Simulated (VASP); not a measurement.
# Cd (R-3m) in VASP: relaxation of cell and atoms with PBE

Aim: the relaxation of cell and atoms of Cd with PBE.

Program: VASP 6.6.1. These are calculated values, not measurements. Logs are shortened: lines on timing, memory, paths and dates and some standing lists are left out, and cuts for length are marked.

## (1) The cell of the first run

It takes space group R-3m (No. 166, trigonal). Conventional cell: a = 5.035 Å, b = 5.035 Å, c = 3.174 Å, α = 90.00°, β = 90.00°, γ = 120.00°. Within 4.1 Å of Cd (site symmetry -3m) lie 14 Cd at 3.09 to 3.60 Å.

The cell was generated, and may not be a known phase.

## (2) Relaxation of cell and atoms, PBE

INCAR

```
PREC = Accurate
ENCUT = 600
EDIFF = 1E-6
ISMEAR = 0
SIGMA = 0.1
LREAL = False
LASPH = True
NELM = 60
ALGO = Fast
ISIF = 3
LWAVE = False
LCHARG = False
GGA = PE
IBRION = 2
NSW = 100
EDIFFG = -0.01
```

KPOINTS

```
Automatic mesh
0
Gamma
  21 21 21
```

POSCAR

```
Cd
1.0
    2.5175590418      1.4535133905      1.0579090708
   -2.5175590418      1.4535133905      1.0579090708
    0.0000000000     -2.9070267809      1.0579090708
Cd
1
Direct
    0.0000000000      0.0000000000      0.0000000000
```

Potentials or basis: VASP PAW PBE potentials, release 64 (Cd).

Launch:

```console
$ cat potpaw_PBE.64/Cd/POTCAR > POTCAR
$ mpirun -np 1 vasp_std > vasp.out
```

OUTCAR:

```text
PREC = Accurate
   ENCUT = 600
   EDIFF = 1E-6
   ISMEAR = 0
   LREAL = False
   LASPH = True
   NELM = 60
   ISIF = 3
   GGA = PE
   IBRION = 2
   NSW = 100
   EDIFFG = -0.01

 ion  position               nearest neighbor table
   1  0.000  0.000  0.000-

  LATTYP: Found a trigonal (rhomboedric) cell.
 ALAT       =     3.0935378303
 COS(alpha) =    -0.3245808193

  Lattice vectors:

 A1 = (   2.5175590418,   1.4535133905,   1.0579090708)
 A2 = (  -2.5175590418,   1.4535133905,   1.0579090708)
 A3 = (   0.0000000000,  -2.9070267809,   1.0579090708)

Analysis of symmetry for initial positions (statically):
=====================================================================
 Subroutine PRICEL returns:
 Original cell was already a primitive cell.

 Routine SETGRP: Setting up the symmetry group for a
 trigonal (rhombohedral) supercell.

 Subroutine GETGRP returns: Found 12 space group operations
 (whereof 12 operations were pure point group operations)
 out of a pool of 12 trial point group operations.

The static configuration has the point symmetry D_3d.

Analysis of symmetry for dynamics (positions and initial velocities):
=====================================================================
 Subroutine PRICEL returns:
 Original cell was already a primitive cell.

 Routine SETGRP: Setting up the symmetry group for a
 trigonal (rhombohedral) supercell.

 Subroutine GETGRP returns: Found 12 space group operations
 (whereof 12 operations were pure point group operations)
 out of a pool of 12 trial point group operations.

The dynamic configuration has the point symmetry D_3d.

 Subroutine INISYM returns: Found 12 space group operations
 (whereof 12 operations are pure point group operations),
 and found     1 'primitive' translations

----------------------------------------------------------------------------------------

                                     Primitive cell

  volume of cell :      23.2273

  direct lattice vectors                    reciprocal lattice vectors
     2.517559042  1.453513390  1.057909071     0.198605074  0.114664693  0.315086941
    -2.517559042  1.453513390  1.057909071    -0.198605074  0.114664693  0.315086941
     0.000000000 -2.907026781  1.057909071     0.000000000 -0.229329386  0.315086941

  length of vectors
     3.093537830  3.093537830  3.093537830     0.389707259  0.389707259  0.389707259

  position of ions in fractional coordinates (direct lattice)
     0.000000000  0.000000000  0.000000000

  ion indices of the primitive-cell ions
   primitive index   ion index
                 1           1

----------------------------------------------------------------------------------------

 KPOINTS: Automatic mesh

Automatic generation of k-mesh.
 Grid dimensions read from file:
 generate k-points for:   21   21   21

 Generating k-lattice:

  Cartesian coordinates                     Fractional coordinates (reciprocal lattice)
     0.009457384  0.005460223  0.015004140     0.047619048 -0.000000000  0.000000000
    -0.009457384  0.005460223  0.015004140    -0.000000000  0.047619048  0.000000000
     0.000000000 -0.010920447  0.015004140     0.000000000  0.000000000  0.047619048

  Length of vectors
     0.018557489  0.018557489  0.018557489

  Shift w.r.t. Gamma in fractional coordinates (k-lattice)
     0.000000000  0.000000000  0.000000000

 Subroutine IBZKPT returns following result:
 ===========================================

 Found    891 irreducible k-points:

 Following reciprocal coordinates:
            Coordinates               Weight
  0.000000  0.000000  0.000000      1.000000
  0.047619  0.000000  0.000000      6.000000
  0.095238  0.000000 -0.000000      6.000000
  0.142857  0.000000 -0.000000      6.000000
  0.190476  0.000000 -0.000000      6.000000
  0.238095  0.000000  0.000000      6.000000
[... 16 lines left out ...]
 -0.428571  0.047619  0.000000     12.000000
 -0.380952  0.047619  0.000000     12.000000
 [... further k-points ...]
   k-points           NKPTS =    891   k-points in BZ     NKDIM =    891   number of bands    NBANDS=     10
   number of dos      NEDOS =    301   number of ions     NIONS =      1
   total plane-waves  NPLWV =  21952
   dimension x,y,z NGX =    28 NGY =   28 NGZ =   28
   dimension x,y,z NGXF=    56 NGYF=   56 NGZF=   56
   ions per type =               1
   NGX,Y,Z   is equivalent  to a cutoff of  15.05, 15.05, 15.05 a.u.
   NGXF,Y,Z  is equivalent  to a cutoff of  30.09, 30.09, 30.09 a.u.
 SYSTEM =  unknown system
   PREC   = accura    normal or accurate (medium, high low for compatibility)
   ISTART =      0    job   : 0-new  1-cont  2-samecut
   ICHARG =      2    charge: 1-file 2-atom 10-const
   ISPIN  =      1    spin polarized calculation?
   LNONCOLLINEAR =      F non collinear calculations
   LSORBIT =      F    spin-orbit coupling
   LASPH  =      T    aspherical Exc in radial PAW
   ENCUT  =  600.0 eV  44.10 Ry    6.64 a.u.   6.18  6.18  6.18*2*pi/ulx,y,z
   NELM   =     60;   NELMIN=  2; NELMDL= -5     # of ELM steps
   EDIFF  = 0.1E-05   stopping-criterion for ELM
   LREAL  =      F    real-space projection
   EDIFFG = -.1E-01   stopping-criterion for IOM
   NSW    =    100    number of steps for IOM
   IBRION =      2    ionic relax: 0-MD 1-quasi-New 2-CG
   NFREE  =      1    steps in history (QN), initial steepest desc. (CG)
   ISIF   =      3    stress and relaxation
   ISYM   =      2    0-nonsym 1-usesym 2-fastsym
   POTIM  = 0.5000    time-step for ionic-motion
   TEBEG  =    0.0;   TEEND  =   0.0 temperature during run
   PSTRESS=    0.0 pullay stress
   NELECT =      12.0000    total number of electrons
   NUPDOWN=      -1.0000    fix difference up-down
   EMIN   =  10.00;   EMAX   =-10.00  energy-range for DOS
   EFERMI =   0.00;   METHOD = LEGACY
   ISMEAR =     0;   SIGMA  =   0.10  broadening in eV -4-tet -1-fermi 0-gaus
   EFERMI_NEDOS =   21; number of points for ismear=-14 and -15
   IALGO  =     68    algorithm
   IMIX   =      4    mixing-type and parameters
     AMIX     =   0.40;   BMIX     =  1.00
     AMIX_MAG =   1.60;   BMIX_MAG =  1.00
  volume/ion in A,a.u.               =      23.23       156.75
  Fermi-wavevector in a.u.,A,eV,Ry     =   1.313618  2.482378 23.478114  1.725593
  Thomas-Fermi vector in A             =   2.443928
   LORBIT       =      0    0 simple, 1 ext, 2 COOP (PROOUT), +10 PAW based schemes
   GGA     = PE    functional components
   LHFCALC =     F    Hartree Fock is set to
   AEXX    =    0.0000 exact exchange contribution
   IVDW    =     0    specifies the selected vdW correction
   LEPSILON=     F    determine dielectric tensor
   LRPA    =     F    only Hartree local field effects (RPA)
 conjugate gradient relaxation of ions
 non-spin polarized calculation
 RMM-DIIS sequential band-by-band and
 Gauss-broadening in eV      SIGMA  =   0.10
  energy-cutoff  :      600.00
  volume of cell :       23.23
 maximum number of plane-waves:       788
 NGX is ok and might be reduce to    28
   NGX = 13   NGY = 13   NGZ = 13

--------------------------------------- Ionic step        1  -------------------------------------------

 number of electron      12.0000001 magnetization

 Free energy of the ion-electron system (eV)
  ---------------------------------------------------
  ext. energy  EPLUGINS =         0.00000000
  ---------------------------------------------------
  free energy    TOTEN  =        -0.69072836 eV

  energy without entropy =       -0.68852442  energy(sigma->0) =       -0.68962639

------------------------ aborting loop because EDIFF is reached ----------------------------------------

  FORCE on cell =-STRESS in cart. coord.  units (eV):
  Direction    XX          YY          ZZ          XY          YZ          ZX
  --------------------------------------------------------------------------------------
  -------------------------------------------------------------------------------------
  Total        0.0542429      0.0542429      0.1011114      0.0000000      0.0000000      0.0000000
  in kB        3.7415795      3.7415794      6.9744875      0.0000000      0.0000000      0.0000000
  external PRESSURE =       4.8192155 kB  Pullay stress =       0.0000000 kB
[... 86 lines left out ...]
  FREE ENERGIE OF THE ION-ELECTRON SYSTEM (eV)
  ---------------------------------------------------
  free  energy   TOTEN  =        -0.6911927251 eV

  energy  without entropy=       -0.6890311257  energy(sigma->0) =       -0.69011193

[... ionic steps 4 to 20 ...]

--------------------------------------- Ionic step       21  -------------------------------------------

 number of electron      12.0000002 magnetization

------------------------ aborting loop because EDIFF is reached ----------------------------------------

  FORCE on cell =-STRESS in cart. coord.  units (eV):
  Direction    XX          YY          ZZ          XY          YZ          ZX
  --------------------------------------------------------------------------------------
  -------------------------------------------------------------------------------------
  Total       -0.0128275     -0.0128275     -0.0154464     -0.0000000     -0.0000000      0.0000000
  in kB       -0.8608616     -0.8608616     -1.0366204     -0.0000000     -0.0000000      0.0000000
  external PRESSURE =      -0.9194479 kB  Pullay stress =       0.0000000 kB
[... 55 lines left out ...]
  energy  without entropy=       -0.6933185450  energy(sigma->0) =       -0.69398270

--------------------------------------- Ionic step       23  -------------------------------------------

 number of electron      12.0000002 magnetization

 Free energy of the ion-electron system (eV)
  ---------------------------------------------------
  ext. energy  EPLUGINS =         0.00000000
  ---------------------------------------------------
  free energy    TOTEN  =        -0.69466809 eV

  energy without entropy =       -0.69333451  energy(sigma->0) =       -0.69400130

 E-fermi :   2.2722     XC(G=0): -10.5230

 val. band max:        2.2688539636   @ k =   0.3810   0.3810   0.0000
 cond. band min:       2.2813474559   @ k =  -0.4762  -0.4762   0.1905
 fundamental gap:      0.0124934923
 Fermi energy:         2.2721605125

 k-point     1 :       0.0000    0.0000    0.0000
  band No.  band energies     occupation
      1      -7.0247      2.00000
      2      -7.0247      2.00000
      3      -6.4900      2.00000
      4      -6.1719      2.00000
      5      -6.1719      2.00000
      6      -5.8945      2.00000
      7      15.2084      0.00000
      8      15.3129      0.00000
      9      15.3129      0.00000
     10      18.7051      0.00000
[... 287 lines left out ...]
 k-point    24 :      -0.3810    0.0476    0.0000
  band No.  band energies     occupation
      1      -7.1395      2.00000
      2      -7.0409      2.00000
      3      -6.2160      2.00000
      4      -6.1905      2.00000
      5      -6.0978      2.00000
      6      -2.5820      2.00000
      7       4.0148      0.00000
      8      12.6985      0.00000
      9      13.1309      0.00000
     10      16.4213      0.00000

 [... further k-points ...]

------------------------ aborting loop because EDIFF is reached ----------------------------------------

  FORCE on cell =-STRESS in cart. coord.  units (eV):
  Direction    XX          YY          ZZ          XY          YZ          ZX
  --------------------------------------------------------------------------------------
  -------------------------------------------------------------------------------------
  Total        0.0015118      0.0015118      0.0011750      0.0000000      0.0000000     -0.0000000
  in kB        0.1017930      0.1017930      0.0791174      0.0000000      0.0000000     -0.0000000
  external PRESSURE =       0.0942345 kB  Pullay stress =       0.0000000 kB
[... 16 lines left out ...]
  FREE ENERGIE OF THE ION-ELECTRON SYSTEM (eV)
  ---------------------------------------------------
  free  energy   TOTEN  =        -0.6946680944 eV

  energy  without entropy=       -0.6933345078  energy(sigma->0) =       -0.69400130

 reached required accuracy - stopping structural energy minimisation
```

Run time: 19 min. Hardware: 1 thread of AMD EPYC 9R45 (Zen 5), shared host; peak memory 0.39 GiB.

What came out:

```
Free energy                           : -0.6947 eV
Relaxed volume                        : 23.79 Å³/atom
Relaxed cell                          : a = 3.033 Å, b = 3.033 Å, c = 3.033 Å, α = 106.10°, β = 106.10°, γ = 106.10°
Space group after relaxing (to 0.1 Å) : R-3m (No. 166)
Energy gained by relaxing             : 3.9 meV/atom
Ionic steps                           : 23
Pressure after relaxing               : 0.0 GPa
Band gap on the k mesh                : zero (bands 6 and 7 overlap by 4.84 eV)
```

The path:
```csv
step,energy change (eV),largest force (eV/Å),pressure (GPa),volume (Å³)
1,0.0000,0.0000,0.48,23.23
2,-0.0004,0.0000,0.08,23.46
3,-0.0005,0.0000,-0.06,23.54
4,-0.0006,0.0000,-0.06,23.54
5,-0.0009,0.0000,-0.10,23.55
6,-0.0015,0.0000,-0.07,23.57
7,-0.0030,0.0000,-0.01,23.58
8,-0.0036,0.0000,0.43,23.55
9,-0.0036,0.0000,0.24,23.57
10,-0.0039,0.0000,0.09,23.74
11,-0.0030,0.0000,-0.58,24.24
12,-0.0039,0.0000,-0.04,23.83
13,-0.0039,0.0000,-0.13,23.86
14,-0.0039,0.0000,-0.08,23.85
15,-0.0039,0.0000,-0.09,23.85
16,-0.0039,0.0000,-0.18,23.89
17,-0.0039,0.0000,-0.07,23.87
18,-0.0039,0.0000,-0.11,23.87
19,-0.0039,0.0000,-0.12,23.88
20,-0.0039,0.0000,-0.11,23.87
21,-0.0039,0.0000,-0.09,23.87
22,-0.0039,0.0000,-0.11,23.87
23,-0.0039,0.0000,0.01,23.79
```

Final structure:
```
Cd
1.0
     2.42420    1.39961    1.16884
    -2.42420    1.39961    1.16884
     0.00000   -2.79922    1.16884
Cd
1
Cartesian
  0.0000 0.0000 0.0000
```
